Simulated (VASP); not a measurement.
# Al (I4mm) in VASP: single point with PBE

Aim: the single point of Al with PBE.

Program: VASP 6.6.1. These are calculated values, not measurements. Logs are shortened: lines on timing, memory, paths and dates and some standing lists are left out, and cuts for length are marked.

### 1 The cell of the first run

The structure is tetragonal, space group I4mm (No. 107). The conventional cell has a = 6.470 Å, b = 6.470 Å, c = 6.470 Å, α = 90.00°, β = 90.00°, γ = 90.00°. Within 3.6 Å of Al (site symmetry 4mm) lie 14 Al at 2.75 to 3.33 Å. Within 3.6 Å of Al (site symmetry m) lie 14 Al at 2.75 to 3.24 Å. Al (site symmetry 4mm) has 14 Al at 2.80 to 3.33 Å within 3.7 Å. Within 3.7 Å of Al (site symmetry 2mm) lie 14 Al at 2.80 to 3.24 Å.

### 2 Single point, PBE (atom 1 (Al) moved -0.090 Å along Cartesian [1 0 0])

INCAR reads:

```
PREC = Accurate
ENCUT = 520
EDIFF = 1E-6
ISMEAR = 0
SIGMA = 0.15
LREAL = F
LASPH = T
NELM = 80
ALGO = Fast
ISIF = 2
LWAVE = F
LCHARG = F
GGA = PE
NBANDS = 22
```

KPOINTS reads:

```
regular mesh
0
Gamma
  14 14 14
```

POSCAR reads:

```
Al
1.0
   -3.2350204435     -3.2350204435      3.2350204435
   -3.2350204435      3.2350204435     -3.2350204435
    3.2350204435     -3.2350204435     -3.2350204435
Al
8
Direct
    0.5139102676      0.5139102676      0.5000000000
    0.0000000000      0.5000000000      0.5000000000
    0.5000000000      0.0000000000      0.5000000000
    0.0000000000      0.0000000000      0.5000000000
    0.5000000000      0.5000000000      0.0000000000
    0.0000000000      0.5000000000      0.0000000000
    0.5000000000      0.0000000000      0.0000000000
    0.0000000000      0.0000000000      0.0000000000
```

Potentials or basis: VASP PAW PBE potentials, release 64 (Al).

Command:

```bash
$ cat potpaw_PBE.64/Al/POTCAR > POTCAR
$ mpirun -np 1 vasp_std > vasp.out
```

OUTCAR:

```text
PREC = Accurate
   ENCUT = 520
   EDIFF = 1E-6
   ISMEAR = 0
   LREAL = F
   LASPH = T
   NELM = 80
   ISIF = 2
   GGA = PE

 ion  position               nearest neighbor table
   1  0.514  0.514  0.500-   2 2.75   3 2.75   8 2.75   5 2.75   3 2.85   2 2.85   8 2.85   5 2.85
                             4 3.15   7 3.24   7 3.24   6 3.24   6 3.24   4 3.33
   2  0.000  0.500  0.500-   1 2.75   4 2.80   6 2.80   7 2.80   6 2.80   4 2.80   7 2.80   1 2.85
                             3 3.24   5 3.24   8 3.24   5 3.24   3 3.24   8 3.24
   3  0.500  0.000  0.500-   1 2.75   4 2.80   6 2.80   7 2.80   7 2.80   4 2.80   6 2.80   1 2.85
                             2 3.24   5 3.24   5 3.24   8 3.24   2 3.24   8 3.24
   4  0.000  0.000  0.500-   2 2.80   3 2.80   5 2.80   8 2.80   8 2.80   2 2.80   3 2.80   5 2.80
                             1 3.15   6 3.24   7 3.24   7 3.24   6 3.24   1 3.33
   5  0.500  0.500  0.000-   1 2.75   4 2.80   6 2.80   7 2.80   7 2.80   6 2.80   4 2.80   1 2.85
                             2 3.24   3 3.24   8 3.24   2 3.24   8 3.24   3 3.24
   6  0.000  0.500  0.000-   2 2.80   3 2.80   5 2.80   8 2.80   2 2.80   8 2.80   5 2.80   3 2.80
                             4 3.24   7 3.24   7 3.24   4 3.24   1 3.24   1 3.24
   7  0.500  0.000  0.000-   2 2.80   3 2.80   5 2.80   8 2.80   3 2.80   5 2.80   8 2.80   2 2.80
                             6 3.24   4 3.24   6 3.24   4 3.24   1 3.24   1 3.24
   8  0.000  0.000  0.000-   1 2.75   6 2.80   7 2.80   4 2.80   4 2.80   6 2.80   7 2.80   1 2.85
                             3 3.24   2 3.24   2 3.24   5 3.24   3 3.24   5 3.24

  LATTYP: Found a body centered cubic cell.
 ALAT       =     6.4700408870

  Lattice vectors:

 A1 = (  -3.2350204435,  -3.2350204435,   3.2350204435)
 A2 = (  -3.2350204435,   3.2350204435,  -3.2350204435)
 A3 = (   3.2350204435,  -3.2350204435,  -3.2350204435)

Analysis of symmetry for initial positions (statically):
=====================================================================
 Subroutine PRICEL returns:
 Original cell was already a primitive cell.

 Routine SETGRP: Setting up the symmetry group for a
 body centered cubic supercell.

 Subroutine GETGRP returns: Found  8 space group operations
 (whereof  2 operations were pure point group operations)
 out of a pool of 48 trial point group operations.

The static configuration has the point symmetry C_1h.
 The point group associated with its full space group is C_4v.

Analysis of symmetry for dynamics (positions and initial velocities):
=====================================================================
 Subroutine PRICEL returns:
 Original cell was already a primitive cell.

 Routine SETGRP: Setting up the symmetry group for a
 body centered cubic supercell.

 Subroutine GETGRP returns: Found  8 space group operations
 (whereof  2 operations were pure point group operations)
[... 129 lines left out ...]
   EFERMI =   0.00;   METHOD = LEGACY
   ISMEAR =     0;   SIGMA  =   0.15  broadening in eV -4-tet -1-fermi 0-gaus
   EFERMI_NEDOS =   21; number of points for ismear=-14 and -15
   IALGO  =     68    algorithm
   IMIX   =      4    mixing-type and parameters
     AMIX     =   0.40;   BMIX     =  1.00
     AMIX_MAG =   1.60;   BMIX_MAG =  1.00
  volume/ion in A,a.u.               =      16.93       114.23
  Fermi-wavevector in a.u.,A,eV,Ry     =   0.919563  1.737722 11.505037  0.845596
  Thomas-Fermi vector in A             =   2.044771
   LORBIT       =      0    0 simple, 1 ext, 2 COOP (PROOUT), +10 PAW based schemes
   GGA     = PE    functional components
   LHFCALC =     F    Hartree Fock is set to
   AEXX    =    0.0000 exact exchange contribution
   IVDW    =     0    specifies the selected vdW correction
   LEPSILON=     F    determine dielectric tensor
   LRPA    =     F    only Hartree local field effects (RPA)
 non-spin polarized calculation
 RMM-DIIS sequential band-by-band and
 Gauss-broadening in eV      SIGMA  =   0.15
  energy-cutoff  :      520.00
  volume of cell :      135.42
 maximum number of plane-waves:      3670
 NGX is ok and might be reduce to    42
   NGX = 21   NGY = 21   NGZ = 21

 number of electron      24.0000000 magnetization

 Free energy of the ion-electron system (eV)
  ---------------------------------------------------
  ext. energy  EPLUGINS =         0.00000000
  ---------------------------------------------------
  free energy    TOTEN  =       -29.20626620 eV

  energy without entropy =      -29.16760066  energy(sigma->0) =      -29.18693343

 E-fermi :   7.7257     XC(G=0): -10.1082

 val. band max:        7.7251121126   @ k =   0.2143  -0.3571   0.3571
 cond. band min:       7.7274281667   @ k =  -0.3571   0.3571   0.2143
 fundamental gap:      0.0023160542
 Fermi energy:         7.7256705065

 k-point     1 :       0.0000    0.0000    0.0000
  band No.  band energies     occupation
      1      -3.2203      2.00000
      2       3.4576      2.00000
      3       3.4967      2.00000
      4       3.4967      2.00000
      5       3.5115      2.00000
      6       3.5135      2.00000
[... 589 lines left out ...]
     21      12.1217      0.00000
     22      12.5235      0.00000

 [... further k-points ...]

------------------------ aborting loop because EDIFF is reached ----------------------------------------

  FORCE on cell =-STRESS in cart. coord.  units (eV):
  Direction    XX          YY          ZZ          XY          YZ          ZX
  --------------------------------------------------------------------------------------
  -------------------------------------------------------------------------------------
  Total       -0.0124708      0.0387269      0.0387269      0.0000000      0.0000000     -0.0000000
  in kB       -0.1475414      0.4581758      0.4581758      0.0000000      0.0000000     -0.0000000
  external PRESSURE =       0.2562701 kB  Pullay stress =       0.0000000 kB

 VOLUME and BASIS-vectors are now :
 -----------------------------------------------------------------------------
  energy-cutoff  :      520.00
  volume of cell :      135.42
      direct lattice vectors                 reciprocal lattice vectors
    -3.235020443 -3.235020443  3.235020443    -0.154558529 -0.154558529  0.000000000
    -3.235020443  3.235020443 -3.235020443    -0.154558529  0.000000000 -0.154558529
     3.235020443 -3.235020443 -3.235020443     0.000000000 -0.154558529 -0.154558529

 POSITION                                       TOTAL-FORCE (eV/Angst)
 -----------------------------------------------------------------------------------
     -1.70751     -1.61751     -1.61751         0.355794     -0.000000     -0.000000
      0.00000      0.00000     -3.23502        -0.081350     -0.118955      0.118955
      0.00000     -3.23502      0.00000        -0.081350      0.118955     -0.118955
      1.61751     -1.61751     -1.61751        -0.016204     -0.000000     -0.000000
     -3.23502      0.00000      0.00000        -0.081350      0.118955      0.118955
     -1.61751      1.61751     -1.61751        -0.007095     -0.000000     -0.000000
     -1.61751     -1.61751      1.61751        -0.007095     -0.000000     -0.000000
      0.00000      0.00000      0.00000        -0.081350     -0.118955     -0.118955
 -----------------------------------------------------------------------------------
    total drift:                               -0.000004     -0.000000     -0.000000

  FREE ENERGIE OF THE ION-ELECTRON SYSTEM (eV)
  ---------------------------------------------------
  free  energy   TOTEN  =       -29.2062662037 eV

  energy  without entropy=      -29.1676006610  energy(sigma->0) =      -29.18693343
```

OSZICAR:

```text
N       E                     dE             d eps       ncg     rms          rms(c)
DAV:   1     0.218431815188E+02    0.21843E+02   -0.83021E+03 10736   0.855E+02
DAV:   2    -0.274507290890E+02   -0.49294E+02   -0.46779E+02 13302   0.114E+02
DAV:   3    -0.293816030311E+02   -0.19309E+01   -0.18926E+01 13934   0.185E+01
DAV:   4    -0.294004620065E+02   -0.18859E-01   -0.18842E-01 12586   0.216E+00
DAV:   5    -0.294006558103E+02   -0.19380E-03   -0.19380E-03 13434   0.244E-01    0.342E+00
RMM:   6    -0.292845311868E+02    0.11612E+00   -0.19314E-02 10782   0.627E-01    0.198E+00
RMM:   7    -0.292069467800E+02    0.77584E-01   -0.42305E-02 11310   0.952E-01    0.270E-01
RMM:   8    -0.292062767835E+02    0.67000E-03   -0.17277E-03 11943   0.228E-01    0.149E-01
RMM:   9    -0.292062717301E+02    0.50534E-05   -0.33140E-04 12434   0.977E-02    0.109E-02
RMM:  10    -0.292062686046E+02    0.31255E-05   -0.68400E-05 12595   0.534E-02    0.205E-02
RMM:  11    -0.292062698401E+02   -0.12355E-05   -0.18263E-05 12717   0.243E-02    0.104E-02
RMM:  12    -0.292062665032E+02    0.33369E-05   -0.45815E-06 11068   0.133E-02    0.169E-02
RMM:  13    -0.292062662037E+02    0.29956E-06   -0.13715E-06  7683   0.600E-03
   1 F= -.29206266E+02 E0= -.29186933E+02  d E =-.386655E-01
```

stdout:

```text
POSCAR found type information on POSCAR Al
 POSCAR found :  1 types and       8 ions
 scaLAPACK will be used
 LDA part: xc-table for (Slater+PW92), standard interpolation
 POSCAR, INCAR and KPOINTS ok, starting setup
 FFT: planning ... GRIDC
 FFT: planning ... GRID_SOFT
 FFT: planning ... GRID
 WAVECAR not read
 entering main loop
```

Run time: 16 min. Hardware: 1 thread of Intel Xeon 8259CL, shared host; peak memory 0.61 GiB.

Results:

```
Free energy            : -29.2063 eV
Pressure               : 0.0 GPa
Largest force          : 0.356 eV/Å
Band gap on the k mesh : zero (bands 12 and 13 overlap by 5.37 eV)
```

Forces in eV/Å, atoms in the order of the input:
```
Al   0.356  0.000  0.000
Al  -0.081 -0.119  0.119
Al  -0.081  0.119 -0.119
Al  -0.016  0.000  0.000
Al  -0.081  0.119  0.119
Al  -0.007  0.000  0.000
Al  -0.007  0.000  0.000
Al  -0.081 -0.119 -0.119
```

Caveat: the cell differs from its parent crystal (atom 1 (Al) moved -0.090 Å along Cartesian [1 0 0]).
